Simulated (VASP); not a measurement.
CdSe:

```
Cd Se
1.0
     0.00000    2.91178    2.91178
     2.91178    0.00000    2.91178
     2.91178    2.91178    0.00000
Cd Se
1 1
Direct
  0.00000 0.00000 0.00000
  0.50000 0.50000 0.50000
```

This cell differs from its parent crystal: volume scaled by 1.04.

Base run:

- Program: VASP 6.6.1
- Functional: LDA
- Potentials or basis: VASP PAW LDA potentials, release 64 (Cd, Se)
- Cutoff: 520 eV
- k mesh: 8 × 8 × 8
- Occupations: fermi-dirac, width 0.05 eV
- Spin: no spin polarisation

Its results: band gap on the k mesh zero (band 9 reaches 1.81 eV, above the bottom of band 10 at 1.18 eV); pressure -7.3 GPa.

Question: The run is repeated on the same cell with these changes: functional from LDA to PBEsol; potentials or basis from VASP PAW LDA potentials, release 64 (Cd, Se) to VASP PAW PBE potentials, release 64 (Cd, Se). What comes out?

Answer: Band gap on the k mesh zero (band 9 reaches 1.78 eV, above the bottom of band 10 at 1.26 eV); pressure -5.4 GPa.

Caveats: the PAW data sets were made with another functional, which shifts forces and pressure a little (some runs).
